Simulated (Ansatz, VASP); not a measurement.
P: VASP beside Ansatz

```xyz
1
Lattice="0.0000 1.6076 1.6076 1.6076 0.0000 1.6076 1.6076 1.6076 0.0000" Properties=species:S:1:pos:R:3 pbc="T T T"
P     0.0000    0.0000    0.0000
```

Change from the starting cell: volume scaled by 0.6, PAW files.

Alike in both runs: task single point; functional LDA; k mesh 17 × 17 × 17; occupations fermi-dirac, width 0.1 eV; no spin polarisation.

```csv
,VASP,Ansatz
version,VASP 6.6.1,Ansatz 0.2.0
potentials or method,"VASP PAW LDA potentials, release 64 (P)","PAW with Ansatz's default frozen-core files, scalar-relativistic"
plane-wave cutoff (eV),520,420
valence electrons in the cell,5,5
```

```csv
,VASP,Ansatz,Ansatz less VASP
pressure (GPa),140.0,141.7,+1.71
```

LDA's correlation is that of Perdew and Zunger in VASP and of Perdew and Wang (1992) in Ansatz. Both programs put the cell under a high pressure, so it lies far from rest at this level.

Noted on VASP's run: the cell as given lies far from equilibrium.
